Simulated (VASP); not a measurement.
A run of VASP 6.6.1 is set up as follows.

File INCAR:

```
PREC = Accurate
ENCUT = 520
EDIFF = 1E-6
ISMEAR = 0
SIGMA = 0.01
LREAL = F
LASPH = T
NELM = 60
ALGO = Normal
ISIF = 2
LWAVE = F
LCHARG = F
NBANDS = 31
```

KPOINTS

```
Automatic mesh
0
Gamma
  6 6 6
```

File POSCAR:

```
Al3GaN4
1.0
    4.3702526127      0.0000000000      0.0000000000
    0.0000000000      4.3702526127      0.0000000000
    0.0000000000      0.0000000000      4.3702526127
Al Ga N
3 1 4
Direct
    0.5000000000      0.5000000000      0.0000000000
    0.5000000000      0.0000000000      0.5000000000
    0.0000000000      0.5000000000      0.5000000000
    0.0000000000      0.0000000000      0.0000000000
    0.7448996907      0.7448996907      0.2551003093
    0.7448996907      0.2551003093      0.7448996907
    0.2551003093      0.7448996907      0.7448996907
    0.2551003093      0.2551003093      0.2551003093
```

Potentials or basis: VASP PAW LDA potentials, release 64 (Al, Ga_d, N).

Run with:

```sh
$ cat potpaw_LDA.64/Al/POTCAR potpaw_LDA.64/Ga_d/POTCAR potpaw_LDA.64/N/POTCAR > POTCAR
$ mpirun -np 1 vasp_std > vasp.out
```

Task: What does it give for the band gap on the k mesh?

Result: 3.36 eV, direct.

Task: Predict the largest force.

Result: 0.025 eV/Å.

Task: Predict the pressure.

Result: 0.7 GPa.

Forces on the atoms (eV/Å):
```
Al   0.000  0.000  0.000
Al   0.000  0.000  0.000
Al   0.000  0.000  0.000
Ga   0.000  0.000  0.000
N   -0.015 -0.015  0.015
N   -0.015  0.015 -0.015
N    0.015 -0.015 -0.015
N    0.015  0.015  0.015
```

A k mesh can miss the band edges.
